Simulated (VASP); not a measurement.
Mg, 1 atom in the cell. Symmetry: R-3m, No. 166, trigonal system. The conventional cell has a = 4.218 Å, b = 4.218 Å, c = 2.506 Å, α = 90.00°, β = 90.00°, γ = 120.00°. Mg (site symmetry -3m) has 14 Mg at 2.51 to 2.95 Å within 3.3 Å.  This cell differs from its parent crystal: equal xy, yz and zx shear strains of -2 %.

| Item | Value |
| --- | --- |
| Program | VASP 6.6.1 |
| Task | electric field gradients |
| Functional | PBE |
| Potentials or basis | VASP PAW PBE potentials, release 64 (Mg) |
| Cutoff | 520 eV |
| k mesh | 16 × 16 × 16 |
| Occupations | fermi-dirac, width 0.05 eV |
| Spin | no spin polarisation |
| Dipole correction | no |
| Further INCAR settings | ALGO = Normal; EDIFF = 1e-08; NBANDS = 7 |

Potentials or basis: VASP PAW PBE potentials, release 64 (Mg).

Launch:

```bash
$ cat potpaw_PBE.64/Mg/POTCAR > POTCAR
$ mpirun -np 1 vasp_std > vasp.out
```

Hardware: 1 thread of Intel(R) Xeon(R) Platinum 8488C (Sapphire Rapids), with other jobs on the host.

Q: How long does it take, and how much memory?

A: Wall time 16 s on 1 thread of Intel(R) Xeon(R) Platinum 8488C (Sapphire Rapids) (shared host), peak memory 0.15 GiB. Counts: scf iterations 12, k points 417.
